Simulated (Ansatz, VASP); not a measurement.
Two plane-wave programs on Zr

```
CELL_PARAMETERS angstrom
0.00000 2.20850 2.20850
2.20850 0.00000 2.20850
2.20850 2.20850 0.00000
ATOMIC_POSITIONS crystal
Zr 0.00000 0.00000 0.00000
```

Alike in both runs: functional LDA; k mesh 16 × 16 × 16; occupations gaussian, width 0.1 eV; no spin polarisation.

Ansatz relaxed the structure, and its values are those at the end. VASP's run is a single point on that final structure, the one shown.

|  | VASP | Ansatz |
| --- | --- | --- |
| version | VASP 6.6.1 | Ansatz 0.2.0 |
| potentials or method | VASP PAW LDA potentials, release 64 (Zr_sv), cutoff 520 eV | scalar-relativistic, plane waves, PAW |
| valence electrons in the cell | 12 | 12 |

```csv
,VASP,Ansatz,Ansatz less VASP
gap on the k mesh at the Fermi level (eV),none,none,-
pressure (GPa),0.1,0.0,-0.10
```

LDA's correlation is that of Perdew and Zunger in VASP and of Perdew and Wang (1992) in Ansatz. A gap of «none» marks a metal or a gap that the smearing closes.
